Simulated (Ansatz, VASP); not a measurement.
**Two plane-wave programs on Bi**

Contents of INCAR:

```
SYSTEM = Bi
PREC = Accurate
ENCUT = 520
EDIFF = 1E-7
ISMEAR = 0
SIGMA = 0.1
LREAL = .FALSE.
LASPH = .TRUE.
NELM = 100
ALGO = Fast
ISIF = 2
LWAVE = .FALSE.
LCHARG = .FALSE.
GGA = PE
NBANDS = 22
```

KPOINTS

```
Automatic mesh
0
G
  12 12 12
  0 0 0
```

File POSCAR:

```
Bi
1.0
    2.2325402841      1.2889577340      3.8243088000
   -2.2325402841      1.2889577340      3.8243088000
    0.0000000000     -2.5779154679      3.8243088000
Bi
2
Direct
    0.2423202816      0.2423202816      0.2423202816
    0.7576797184      0.7576797184      0.7576797184
```

Input for Ansatz:

```yaml
crystal:
  lattice:
    - [2.2325402841, 1.288957734, 3.8243088]
    - [-2.2325402841, 1.288957734, 3.8243088]
    - [0.0, -2.5779154679, 3.8243088]
  atoms:
    - { symbol: Bi, position: [0.2423202816, 0.2423202816, 0.2423202816] }
    - { symbol: Bi, position: [0.7576797184, 0.7576797184, 0.7576797184] }
basis:
  ecutwfc: 420
kpoints:
  mp_grid: { grid: [12, 12, 12] }
hamiltonian:
  xc: pbe
scf:
  occupations: { method: gaussian, width: 0.1 }
output:
  forces: true
  stress: true
  eigenvalues: true
  populations: true
```

Alike in both runs: task single point; functional PBE; k mesh 12 × 12 × 12; occupations gaussian, width 0.1 eV; no spin polarisation.

```csv
,VASP,Ansatz
version,VASP 6.6.1,Ansatz 0.2.0
potentials or method,"VASP PAW PBE potentials, release 64 (Bi_d), cutoff 520 eV","scalar-relativistic, plane waves, PAW"
valence electrons in the cell,30,30
```

|  | VASP | Ansatz | Ansatz less VASP |
| --- | --- | --- | --- |
| gap on the k mesh at the Fermi level (eV) | none | none | - |
| pressure (GPa) | 3.9 | 4.0 | +0.06 |
| traceless stress, the component that is largest in VASP (GPa) | -0.45 | -0.45 | -0.001 |
| rms of the force components (eV/Å) | 0.111 | 0.114 | +0.0028 |

Atom by atom the forces differ by 0.003 eV/Å (rms over components). A gap of «none» marks a metal or a gap that the smearing closes. With one functional, cell and mesh, what is left measures potentials, basis and numerics.

Neither program's run includes spin-orbit coupling.
